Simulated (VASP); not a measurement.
# CdS (P6_3mc) in VASP: further runs

The runs below take CdS through single point, relaxation of cell and atoms, with PBE.

Program: VASP 6.6.1. These are calculated values, not measurements. Logs are shortened: lines on timing, memory, paths and dates and some standing lists are left out, and cuts for length are marked.

## 1. The cell of the first run

The structure is hexagonal, space group P6_3mc (No. 186). Conventional cell: a = 4.197 Å, b = 4.197 Å, c = 6.829 Å, α = 90.00°, β = 90.00°, γ = 120.00°. Within 3.4 Å of Cd (site symmetry 3m) lie 4 S at 2.57 Å. S (site symmetry 3m) has 4 Cd at 2.57 Å within 3.4 Å.

## 2. Single point, PBE

Input file INCAR:

```
ALGO = Normal ; EDIFF = 1E-7
ENCUT = 520 ; GGA = PE
ISIF = 2 ; ISMEAR = 0
LASPH = True ; LCHARG = True
LELF = True ; LREAL = False
LVHAR = True ; LWAVE = False
NBANDS = 26 ; NELM = 100
PREC = Accurate ; SIGMA = 0.02
```

Input file KPOINTS:

```
k-points
0
Gamma
  12 12 4
```

Input file POSCAR:

```
CdS
1.0
    4.1965133868      0.0000000000      0.0000000000
   -2.0982566934      3.6342872003      0.0000000000
    0.0000000000      0.0000000000      6.8293175128
Cd S
2 2
Direct
    0.0000000000      0.0000000000     -0.0007913237
    0.3333333333      0.6666666667      0.4992086763
    0.0000000000      0.0000000000      0.3757913237
    0.3333333333      0.6666666667      0.8757913237
```

Potentials or basis: VASP PAW PBE potentials, release 64 (Cd, S).

On the command line:

```sh
$ cat potpaw_PBE.64/Cd/POTCAR potpaw_PBE.64/S/POTCAR > POTCAR
$ mpirun -np 1 vasp_std > vasp.out
```

OUTCAR:

```text
EDIFF = 1E-7
   ENCUT = 520
   GGA = PE
   ISIF = 2
   ISMEAR = 0
   LASPH = True
   LREAL = False
   NELM = 100
   PREC = Accurate

 ion  position               nearest neighbor table
   1  0.000  0.000  0.999-   4 2.57   4 2.57   4 2.57   3 2.57
   2  0.333  0.667  0.499-   3 2.57   3 2.57   3 2.57   4 2.57
   3  0.000  0.000  0.376-   2 2.57   2 2.57   2 2.57   1 2.57
   4  0.333  0.667  0.876-   1 2.57   1 2.57   1 2.57   2 2.57

  LATTYP: Found a hexagonal cell.
 ALAT       =     4.1965133868
 C/A-ratio  =     1.6273789414

  Lattice vectors:

 A1 = (   4.1965133868,   0.0000000000,   0.0000000000)
 A2 = (  -2.0982566934,   3.6342872003,   0.0000000000)
 A3 = (   0.0000000000,   0.0000000000,   6.8293175128)

Analysis of symmetry for initial positions (statically):
=====================================================================
 Subroutine PRICEL returns:
 Original cell was already a primitive cell.

 Routine SETGRP: Setting up the symmetry group for a
 hexagonal supercell.

 Subroutine GETGRP returns: Found 12 space group operations
 (whereof  6 operations were pure point group operations)
 out of a pool of 24 trial point group operations.

The static configuration has the point symmetry C_3v.
 The point group associated with its full space group is C_6v.

Analysis of symmetry for dynamics (positions and initial velocities):
=====================================================================
 Subroutine PRICEL returns:
 Original cell was already a primitive cell.

 Routine SETGRP: Setting up the symmetry group for a
 hexagonal supercell.

 Subroutine GETGRP returns: Found 12 space group operations
 (whereof  6 operations were pure point group operations)
 out of a pool of 24 trial point group operations.

The dynamic configuration has the point symmetry C_3v.
 The point group associated with its full space group is C_6v.

 Subroutine INISYM returns: Found 12 space group operations
 (whereof  6 operations are pure point group operations),
 and found     1 'primitive' translations

----------------------------------------------------------------------------------------

                                     Primitive cell

  volume of cell :     104.1562

  direct lattice vectors                    reciprocal lattice vectors
     4.196513387  0.000000000  0.000000000     0.238293056  0.137578560  0.000000000
    -2.098256693  3.634287200  0.000000000     0.000000000  0.275157120  0.000000000
     0.000000000  0.000000000  6.829317513     0.000000000  0.000000000  0.146427516

  length of vectors
     4.196513387  4.196513387  6.829317513     0.275157120  0.275157120  0.146427516

  position of ions in fractional coordinates (direct lattice)
     0.000000000  0.000000000  0.999208676
     0.333333333  0.666666667  0.499208676
     0.000000000  0.000000000  0.375791324
     0.333333333  0.666666667  0.875791324

  ion indices of the primitive-cell ions
   primitive index   ion index
                 1           1
                 2           2
                 3           3
                 4           4

----------------------------------------------------------------------------------------

 KPOINTS: k-points

Automatic generation of k-mesh.
 Grid dimensions read from file:
 generate k-points for:   12   12    4

 Generating k-lattice:

  Cartesian coordinates                     Fractional coordinates (reciprocal lattice)
     0.019857755  0.011464880  0.000000000     0.083333333  0.000000000  0.000000000
     0.000000000  0.022929760  0.000000000     0.000000000  0.083333333  0.000000000
     0.000000000  0.000000000  0.036606879     0.000000000  0.000000000  0.250000000

  Length of vectors
     0.022929760  0.022929760  0.036606879

  Shift w.r.t. Gamma in fractional coordinates (k-lattice)
     0.000000000  0.000000000  0.000000000

 Subroutine IBZKPT returns following result:
 ===========================================

 Found     57 irreducible k-points:

 Following reciprocal coordinates:
            Coordinates               Weight
  0.000000  0.000000  0.000000      1.000000
  0.083333  0.000000  0.000000      6.000000
  0.166667  0.000000  0.000000      6.000000
  0.250000 -0.000000  0.000000      6.000000
  0.333333  0.000000  0.000000      6.000000
  0.416667 -0.000000  0.000000      6.000000
[... 16 lines left out ...]
  0.250000 -0.000000  0.250000     12.000000
  0.333333  0.000000  0.250000     12.000000
 [... further k-points ...]
   k-points           NKPTS =     57   k-points in BZ     NKDIM =     57   number of bands    NBANDS=     26
   number of dos      NEDOS =    301   number of ions     NIONS =      4
   total plane-waves  NPLWV =  55296
   dimension x,y,z NGX =    32 NGY =   32 NGZ =   54
   dimension x,y,z NGXF=    64 NGYF=   64 NGZF=  108
   ions per type =               2   2
   NGX,Y,Z   is equivalent  to a cutoff of  12.68, 12.68, 13.15 a.u.
   NGXF,Y,Z  is equivalent  to a cutoff of  25.35, 25.35, 26.29 a.u.
 SYSTEM =  unknown system
   PREC   = accura    normal or accurate (medium, high low for compatibility)
   ISTART =      0    job   : 0-new  1-cont  2-samecut
   ICHARG =      2    charge: 1-file 2-atom 10-const
   ISPIN  =      1    spin polarized calculation?
   LNONCOLLINEAR =      F non collinear calculations
   LSORBIT =      F    spin-orbit coupling
   LASPH  =      T    aspherical Exc in radial PAW
   ENCUT  =  520.0 eV  38.22 Ry    6.18 a.u.   7.80  7.80 12.70*2*pi/ulx,y,z
   NELM   =    100;   NELMIN=  2; NELMDL= -5     # of ELM steps
   EDIFF  = 0.1E-06   stopping-criterion for ELM
   LREAL  =      F    real-space projection
   EDIFFG = 0.1E-05   stopping-criterion for IOM
   NSW    =      0    number of steps for IOM
   IBRION =     -1    ionic relax: 0-MD 1-quasi-New 2-CG
   NFREE  =      0    steps in history (QN), initial steepest desc. (CG)
   ISIF   =      2    stress and relaxation
   ISYM   =      2    0-nonsym 1-usesym 2-fastsym
   POTIM  = 0.5000    time-step for ionic-motion
   TEBEG  =    0.0;   TEEND  =   0.0 temperature during run
   PSTRESS=    0.0 pullay stress
   NELECT =      36.0000    total number of electrons
   NUPDOWN=      -1.0000    fix difference up-down
   EMIN   =  10.00;   EMAX   =-10.00  energy-range for DOS
   EFERMI =   0.00;   METHOD = LEGACY
   ISMEAR =     0;   SIGMA  =   0.02  broadening in eV -4-tet -1-fermi 0-gaus
   EFERMI_NEDOS =   21; number of points for ismear=-14 and -15
   IALGO  =     38    algorithm
   IMIX   =      4    mixing-type and parameters
     AMIX     =   0.40;   BMIX     =  1.00
     AMIX_MAG =   1.60;   BMIX_MAG =  1.00
  volume/ion in A,a.u.               =      26.04       175.72
  Fermi-wavevector in a.u.,A,eV,Ry     =   1.148896  2.171098 17.959165  1.319961
  Thomas-Fermi vector in A             =   2.285568
   LORBIT       =      0    0 simple, 1 ext, 2 COOP (PROOUT), +10 PAW based schemes
   GGA     = PE    functional components
   LHFCALC =     F    Hartree Fock is set to
   AEXX    =    0.0000 exact exchange contribution
   IVDW    =     0    specifies the selected vdW correction
   LEPSILON=     F    determine dielectric tensor
   LRPA    =     F    only Hartree local field effects (RPA)
 non-spin polarized calculation
 Gauss-broadening in eV      SIGMA  =   0.02
  energy-cutoff  :      520.00
  volume of cell :      104.16
 maximum number of plane-waves:      2838
 NGX is ok and might be reduce to    32
   NGX = 15   NGY = 15   NGZ = 25

 number of electron      35.9999996 magnetization

 Free energy of the ion-electron system (eV)
  ---------------------------------------------------
  ext. energy  EPLUGINS =         0.00000000
  ---------------------------------------------------
  free energy    TOTEN  =       -12.29962169 eV

  energy without entropy =      -12.29962169  energy(sigma->0) =      -12.29962169

 E-fermi :   1.0533     XC(G=0):  -8.9190

 val. band max:        0.9104860881   @ k =   0.0000   0.0000   0.0000
 cond. band min:       2.0238118475   @ k =   0.0000   0.0000   0.0000
 fundamental gap:      1.1133257594
 Fermi energy:         1.0533455959

 k-point     1 :       0.0000    0.0000    0.0000
  band No.  band energies     occupation
      1     -11.1774      2.00000
      2     -10.7900      2.00000
      3      -6.6368      2.00000
      4      -6.6314      2.00000
      5      -6.6314      2.00000
      6      -6.5571      2.00000
[... 18 lines left out ...]
     25       8.4591      0.00000
     26       8.4625      0.00000

 k-point     2 :       0.0833    0.0000    0.0000
  band No.  band energies     occupation
      1     -11.1548      2.00000
      2     -10.7799      2.00000
      3      -6.6310      2.00000
      4      -6.6221      2.00000
      5      -6.6122      2.00000
      6      -6.5467      2.00000
[... 18 lines left out ...]
     25       8.4209      0.00000
     26       8.6038      0.00000

 k-point     3 :       0.1667    0.0000    0.0000
  band No.  band energies     occupation
      1     -11.0919      2.00000
      2     -10.7531      2.00000
      3      -6.6089      2.00000
      4      -6.5980      2.00000
      5      -6.5616      2.00000
      6      -6.5136      2.00000
[... 18 lines left out ...]
     25       8.3706      0.00000
     26       9.0056      0.00000

 k-point     4 :       0.2500   -0.0000    0.0000
  band No.  band energies     occupation
      1     -11.0027      2.00000
      2     -10.7196      2.00000
      3      -6.5819      2.00000
      4      -6.5694      2.00000
      5      -6.4898      2.00000
      6      -6.4614      2.00000
[... 18 lines left out ...]
     25       8.8362      0.00000
     26       9.3623      0.00000

 k-point     5 :       0.3333    0.0000    0.0000
  band No.  band energies     occupation
      1     -10.9075      2.00000
      2     -10.6916      2.00000
      3      -6.5605      2.00000
      4      -6.5469      2.00000
      5      -6.4330      2.00000
      6      -6.4143      2.00000
[... 18 lines left out ...]
     25       9.2172      0.00000
     26       9.5949      0.00000

 k-point     6 :       0.4167   -0.0000    0.0000
  band No.  band energies     occupation
      1     -10.8304      2.00000
      2     -10.6785      2.00000
      3      -6.5490      2.00000
      4      -6.5348      2.00000
      5      -6.3898      2.00000
      6      -6.3812      2.00000
[... 427 lines left out ...]
 k-point    21 :       0.0833    0.0000    0.2500
  band No.  band energies     occupation
      1     -11.0983      2.00000
      2     -10.8324      2.00000
      3      -6.6144      2.00000
      4      -6.6133      2.00000
      5      -6.5778      2.00000
      6      -6.5596      2.00000
[... 18 lines left out ...]
     25       8.3279      0.00000
     26       8.3492      0.00000

 k-point    22 :       0.1667    0.0000    0.2500
  band No.  band energies     occupation
      1     -11.0401      2.00000
      2     -10.7998      2.00000
      3      -6.5921      2.00000
      4      -6.5870      2.00000
      5      -6.5440      2.00000
      6      -6.5243      2.00000
[... 18 lines left out ...]
     25       8.4480      0.00000
     26       8.7167      0.00000

 k-point    23 :       0.2500   -0.0000    0.2500
  band No.  band energies     occupation
      1     -10.9582      2.00000
      2     -10.7574      2.00000
      3      -6.5695      2.00000
      4      -6.5544      2.00000
      5      -6.5012      2.00000
      6      -6.4779      2.00000
[... 18 lines left out ...]
     25       8.5810      0.00000
     26       9.2723      0.00000

 k-point    24 :       0.3333    0.0000    0.2500
  band No.  band energies     occupation
      1     -10.8722      2.00000
      2     -10.7190      2.00000
      3      -6.5541      2.00000
      4      -6.5271      2.00000
      5      -6.4631      2.00000
      6      -6.4327      2.00000
[... 18 lines left out ...]
     25       8.7287      0.00000
     26       9.8809      0.00000

 [... further k-points ...]
[... 5 lines left out ...]
  --------------------------------------------------------------------------------------
  -------------------------------------------------------------------------------------
  Total        0.1880524      0.1880524      0.1846786      0.0000000      0.0000000      0.0000000
  in kB        2.8927059      2.8927059      2.8408089      0.0000000      0.0000000      0.0000000
  external PRESSURE =       2.8754069 kB  Pullay stress =       0.0000000 kB

 VOLUME and BASIS-vectors are now :
 -----------------------------------------------------------------------------
  energy-cutoff  :      520.00
  volume of cell :      104.16
      direct lattice vectors                 reciprocal lattice vectors
     4.196513387  0.000000000  0.000000000     0.238293056  0.137578560  0.000000000
    -2.098256693  3.634287200  0.000000000     0.000000000  0.275157120  0.000000000
     0.000000000  0.000000000  6.829317513     0.000000000  0.000000000  0.146427516

 POSITION                                       TOTAL-FORCE (eV/Angst)
 -----------------------------------------------------------------------------------
      0.00000      0.00000      6.82391         0.000000      0.000000      0.000860
     -0.00000      2.42286      3.40925        -0.000000     -0.000000      0.000860
      0.00000      0.00000      2.56640         0.000000      0.000000     -0.000860
     -0.00000      2.42286      5.98106         0.000000     -0.000000     -0.000860
 -----------------------------------------------------------------------------------
    total drift:                                0.000000     -0.000000     -0.000718

  FREE ENERGIE OF THE ION-ELECTRON SYSTEM (eV)
  ---------------------------------------------------
  free  energy   TOTEN  =       -12.2996216860 eV

  energy  without entropy=      -12.2996216860  energy(sigma->0) =      -12.29962169
```

It took 54 s on 1 thread of Intel Xeon 6975P-C (Granite Rapids), shared host; peak memory 0.29 GiB.

Results:

```
Free energy            : -12.2996 eV
Pressure               : 0.3 GPa
Band gap on the k mesh : 1.11 eV
```

## 3. Relaxation of cell and atoms, PBE

This run uses another cell than the first one, of 24.81 Å³/atom.

Input file INCAR:

```
  ALGO = Normal
  EDIFF = 1E-7
  EDIFFG = -0.005
  ENCUT = 600
  GGA = PE
  IBRION = 2
  ISIF = 3
  ISMEAR = 0
  LASPH = True
  LCHARG = False
  LREAL = False
  LWAVE = False
  NELM = 100
  NSW = 100
  PREC = Accurate
  SIGMA = 0.02
```

KPOINTS is that of step 2.

Input file POSCAR:

```
CdS
1.0
    4.1245540000      0.0000000000      0.0000000000
   -2.0622770000      3.5719680000      0.0000000000
    0.0000000000      0.0000000000      6.7353680000
Cd S
2 2
Direct
    0.0000000000      0.0000000000      0.0000000000
    0.3333333300      0.6666666700      0.5000000000
    0.0000000000      0.0000000000      0.3750000000
    0.3333333300      0.6666666700      0.8750000000
```

Potentials or basis: VASP PAW PBE potentials, release 64 (Cd, S).

On the command line:

```sh
$ cat potpaw_PBE.64/Cd/POTCAR potpaw_PBE.64/S/POTCAR > POTCAR
$ mpirun -np 1 vasp_std > vasp.out
```

Wall time 5.9 min (1 thread of Intel Xeon 6975P-C (Granite Rapids), shared host); peak memory 0.35 GiB.

It converged, with:

| Quantity | Value |
| --- | --- |
| Free energy | -12.2981 eV |
| Relaxed volume | 26.16 Å³/atom |
| Relaxed cell | a = 4.203 Å, b = 4.203 Å, c = 6.840 Å, α = 90.00°, β = 90.00°, γ = 120.00° |
| Space group after relaxing (to 0.1 Å) | P6_3mc (No. 186) |
| Energy gained by relaxing | 12.9 meV/atom |
| Ionic steps | 9 |
| Pressure after relaxing | 0.0 GPa |
| Band gap on the k mesh | 1.10 eV |

The path:
| step | energy change (eV) | largest force (eV/Å) | pressure (GPa) | volume (Å³) |
| --- | --- | --- | --- | --- |
| 1 | 0.0000 | 0.0210 | 3.20 | 99.23 |
| 2 | -0.0462 | 0.0143 | -0.91 | 106.53 |
| 3 | -0.0516 | 0.0156 | 0.01 | 104.64 |
| 4 | -0.0516 | 0.0157 | -0.05 | 104.75 |
| 5 | -0.0516 | 0.0127 | 0.01 | 104.64 |
| 6 | -0.0516 | 0.0109 | 0.05 | 104.57 |
| 7 | -0.0517 | 0.0081 | 0.02 | 104.62 |
| 8 | -0.0518 | 0.0022 | -0.03 | 104.72 |
| 9 | -0.0518 | 0.0002 | 0.01 | 104.65 |

Final structure:
```
Cd S
1.0
     4.20317    0.00000    0.00000
    -2.10159    3.64005    0.00000
     0.00000    0.00000    6.83974
Cd S
2 2
Direct
  0.00000 0.00000 0.99921
  0.33333 0.66667 0.49921
  0.00000 0.00000 0.37579
  0.33333 0.66667 0.87579
```

Levels at points of the mesh, in eV from the valence-band top:
```
           k point  band 14  band 15  band 16  band 17  band 18  band 19  band 20  band 21  band 22
(0.00, 0.00, 0.00)    -0.69    -0.69    -0.04     0.00     0.00     1.10     2.73     6.48     6.48
(0.50, 0.00, 0.00)    -3.32    -2.43    -1.71    -1.17    -0.69     3.61     3.87     5.12     6.24
(0.00, 0.00, 0.50)    -2.35    -0.36    -0.36    -0.36    -0.36     2.75     2.75     6.13     6.13
(0.50, 0.00, 0.50)    -3.89    -1.23    -1.23    -1.22    -1.22     3.45     3.45     5.35     5.35
```

A k mesh can miss the band edges.
